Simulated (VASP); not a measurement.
Runs of VASP 6.6.1 on BaMg2N2. The structure is that of space group P6/mmm (No. 191), or close to it. The cells are those of the table. 

```csv
task,cell,k mesh,cutoff (eV),k mesh for the DOS,occupations for the DOS,gap on the mesh (eV),pressure (GPa),relaxed volume (Å³/atom),largest force (eV/Å)
relaxation of cell and atoms,"relaxed from a = 4.079, b = 4.079, c = 7.605 Å, angles 90.0, 90.0, 120.0°, 5 atoms",6 × 6 × 2,600,-,-,none,0.1,30.26,-
single point,"a = 4.079, b = 4.079, c = 7.605 Å, angles 90.0, 90.0, 120.0°, 5 atoms",6 × 6 × 2,520,-,-,none,(b),-,4.76
single point,"a = 5.389, b = 5.389, c = 6.406 Å, angles 90.0, 90.0, 120.0°, 5 atoms",12 × 12 × 6,520,-,-,none,0.5,-,0.58
relaxation of cell and atoms,"relaxed from a = 5.366, b = 5.366, c = 6.372 Å, angles 90.0, 90.0, 120.0°, 5 atoms",6 × 6 × 4,600,-,-,none,0.1,(a),0.02
single point,"a = 5.389, b = 5.389, c = 6.406 Å, angles 90.0, 90.0, 120.0°, 5 atoms",6 × 6 × 4,520,-,-,none,0.5,-,0.60
single point,"a = 5.366, b = 5.366, c = 6.372 Å, angles 90.0, 90.0, 120.0°, 5 atoms",6 × 6 × 2,520,-,-,none,0.7,-,0.58
```

Alike in all rows: level PBE; potentials or basis VASP PAW PBE potentials, release 64 (Ba_sv, Mg, N); no spin polarisation; smearing gaussian 0.1 eV.

Estimate the missing entries.

(a) 32.25; (b) 4.6.

Caveats: some runs use coarse meshes; spin-orbit coupling is left out, which moves the levels of the heavy elements; the standard files for N, O and F lose accuracy on very short bonds (some runs); the volume moved by over 15 % at a fixed basis, so the end points are rough (some runs); forces of over 1 eV/Å act on the atoms, so gaps and moduli don't describe the material at rest (some runs).

A k mesh can miss the band edges, and the runs leave out spin-orbit coupling on Ba.

A gap of «none» marks levels without a gap at the run's occupations.
